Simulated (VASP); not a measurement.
Runs of VASP 6.6.1 on Ti. The structure is that of space group P6_3/mmc (No. 194), or close to it. The cells are those of the table. 

```csv
cell,gap on the mesh (eV),pressure (GPa)
"a = 2.930, b = 2.930, c = 4.649 Å, angles 90.0, 90.0, 120.0°, 2 atoms",none,(b)
"a = 2.910, b = 2.910, c = 4.617 Å, angles 90.0, 90.0, 120.0°, 2 atoms",none,3.0
"a = 3.008, b = 3.008, c = 4.772 Å, angles 90.0, 90.0, 120.0°, 2 atoms",none,-7.1
"a = 2.989, b = 2.989, c = 4.742 Å, angles 90.0, 90.0, 120.0°, 2 atoms",none,-5.4
"a = 2.890, b = 2.890, c = 4.584 Å, angles 90.0, 90.0, 120.0°, 2 atoms",none,5.7
"a = 2.970, b = 2.970, c = 4.711 Å, angles 90.0, 90.0, 120.0°, 2 atoms",none,(a)
"a = 2.950, b = 2.950, c = 4.680 Å, angles 90.0, 90.0, 120.0°, 2 atoms",none,-1.6
```

Alike in all rows: task single point; level PBE; potentials or basis VASP PAW PBE potentials, release 64 (Ti_sv); no spin polarisation; k mesh 11 × 11 × 6; cutoff (eV) 520; smearing fermi-dirac 0.1 eV.

Task: Fill in the values left out.

Result: (a) -3.6; (b) 0.6.

A gap of «none» marks levels without a gap at the run's occupations.
